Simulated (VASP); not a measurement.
Write the native input for VASP 6.6.1 that does the following.

* Task: single point
* Functional: PBE
* Dispersion: D3(BJ)
* Potentials or basis: VASP PAW PBE potentials, release 64 (C, O, H)
* Cutoff: 520 eV
* k mesh: 1 × 1 × 1
* Occupations: fermi-dirac, width 0.05 eV
* Spin: no spin polarisation
* Dipole correction: no
* Further INCAR settings: LREAL = Auto; ALGO = Normal; EDIFF = 1e-06; NBANDS = 66

The structure of H4CO lies in POSCAR:

```
H4CO
1.0
    7.3803230000      0.0000000000      0.0000000000
    0.0000000000      7.3803230000      0.0000000000
    0.0000000000      0.0000000000      7.3803230000
C O H
6 6 24
Direct
    0.7129091776      0.4991786945      0.1154827506
   -0.0003929367      0.8337033488      0.8244625608
    0.4559421044      0.4444385429      0.6096887629
    0.1811980316      0.7684081035      0.3654582598
    1.0254429244      0.2727522901      0.4605489489
    0.5905026108      0.0291450659      0.1033152614
    0.5916407724      0.6000821373      0.0191184044
    0.1534756677      0.7207137140      0.8250045425
    0.5998382456      0.3452965405      0.6961348440
    0.2415883424      0.5991201198      0.2565470373
    0.9735617262      0.4002399353      0.5941745368
    0.5899877282     -0.1108081584      0.2389461816
    0.6744691255      0.5175654236      0.2676441126
    0.5594470594      0.5201533862     -0.0821779751
    0.7033838492      0.3541985900      0.0764465187
    0.8520087806      0.5561680702      0.0898605657
   -0.0667179472      0.8220236431      0.6965955284
    0.1133148238      0.5981174537      0.7611319992
   -0.1069736379      0.7878381475      0.9241058962
    0.0553092324      0.9702691874      0.8188801493
    0.4238025897      0.5700969998      0.6845635347
    0.5780099326      0.2253559905      0.7246295318
    0.5013330717      0.4579067881      0.4654132346
    0.3261103884      0.3623418650      0.6241461248
    0.1240596109      0.6957961054      0.4912386626
    0.2880090749      0.6415843859      0.1430425200
    0.2942283149      0.8616425053      0.3864465011
    0.0719751697      0.8346111681      0.2980492859
    1.1741356036      0.2961658995      0.4044673926
    0.8454237030      0.4207945912      0.6120057347
    1.0247247986      0.1319047960      0.5033384040
    0.9281707589      0.2817220872      0.3383727243
    0.4435307235      0.0701595310      0.0664740554
    0.5425643295     -0.2216840645      0.1957095916
    0.6689680113      0.1354276771      0.1688814975
    0.6759189266     -0.0211372863     -0.0161646042
```

The input as run:

INCAR

```
PREC = Accurate
ENCUT = 520
EDIFF = 1E-6
ISMEAR = -1
SIGMA = 0.05
LREAL = Auto
LASPH = T
NELM = 80
ALGO = Normal
ISIF = 2
LWAVE = F
LCHARG = F
GGA = PE
IVDW = 12
NBANDS = 66
```

KPOINTS

```
regular mesh
0
Gamma
  1 1 1
```

Potentials or basis: VASP PAW PBE potentials, release 64 (C, O, H).

Launch:

```console
$ cat potpaw_PBE.64/C/POTCAR potpaw_PBE.64/O/POTCAR potpaw_PBE.64/H/POTCAR > POTCAR
$ mpirun -np 1 vasp_gam > vasp.out
```

Results of the run:

```json
{
  "Pressure": "-1.0 GPa",
  "Largest force": "3.506 eV/Å",
  "Band gap on the k mesh": "4.53 eV",
  "Dispersion energy per atom": "-0.034 eV"
}
```

Caveat: the k points lie up to 0.85 Å⁻¹ apart, too coarse for converged energies, forces and pressures; the atoms stand as in a frame of molecular dynamics.

Wall time 31 s on 1 thread of Intel(R) Xeon(R) 6975P-C (Granite Rapids), with other jobs on the host, peak memory 0.38 GiB.
